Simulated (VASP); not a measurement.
**C: single point with PBE+D3(BJ)**

The system is C, a slab with vacuum.

```
CELL_PARAMETERS angstrom
2.45623 0.00000 0.00000
-1.22811 2.12716 0.00000
0.00000 0.00000 24.13396
ATOMIC_POSITIONS crystal
C 0.00000 0.00000 0.57047
C 0.00000 0.00000 0.42953
C 0.33333 0.66667 0.42952
C 0.66667 0.33333 0.57048
```

```json
{
 "Program": "VASP 6.6.1",
 "Task": "single point",
 "Functional": "PBE",
 "Dispersion": "D3(BJ)",
 "Potentials or basis": "VASP PAW PBE potentials, release 64 (C)",
 "Cutoff": "520 eV",
 "k mesh": "12 × 12 × 1",
 "Occupations": "gaussian, width 0.1 eV",
 "Spin": "no spin polarisation",
 "Dipole correction": "no",
 "Further INCAR settings": "ALGO = Normal; EDIFF = 1e-06; NBANDS = 16"
}
```

- Largest force: 0.012 eV/Å
- Band gap on the k mesh: zero (filled and empty bands touch)
- Dispersion energy per atom: -0.119 eV

Forces on the atoms (eV/Å):
```
C    0.000  0.000 -0.012
C    0.000  0.000  0.012
C    0.000  0.000 -0.006
C    0.000  0.000  0.006
```

Levels at points of the mesh, in eV from the Fermi level:
```
           k point  band 5  band 6  band 7  band 8  band 9  band 10  band 11  band 12
(0.00, 0.00, 0.00)   -3.03   -3.03   -3.02   -3.02    3.39     3.77     4.30     5.04
(0.50, 0.00, 0.00)   -6.45   -6.43   -2.56   -2.23    1.55     1.88     7.41     7.59
```

Wall time 81 s on 1 thread of Intel(R) Xeon(R) Platinum 8488C (Sapphire Rapids) (shared host), peak memory 0.23 GiB.
